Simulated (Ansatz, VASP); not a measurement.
# Si in VASP and in Ansatz

```xyz
2
Lattice="0.0000 2.7227 2.7227 2.7227 0.0000 2.7227 2.7227 2.7227 0.0000" Properties=species:S:1:pos:R:3 pbc="T T T"
Si    2.7227    2.7227    2.7227
Si    4.0841    4.0841    4.0841
```

Alike in both runs: task single point; functional r2SCAN; k mesh 10 × 10 × 10; occupations methfessel-paxton of order 1, width 1 eV; no spin polarisation.

|  | VASP | Ansatz |
| --- | --- | --- |
| version | VASP 6.6.1 | Ansatz 0.2.0 |
| potentials or method | VASP PAW PBE potentials, release 64 (Si), cutoff 520 eV | plane waves (500 eV) with PAW, scalar-relativistic |
| valence electrons in the cell | 8 | 8 |

Ansatz gave:

- pressure (GPa): -0.2

Estimate VASP's values.

pressure (GPa): -0.4.

VASP's potentials were made for PBE, not for r2SCAN.
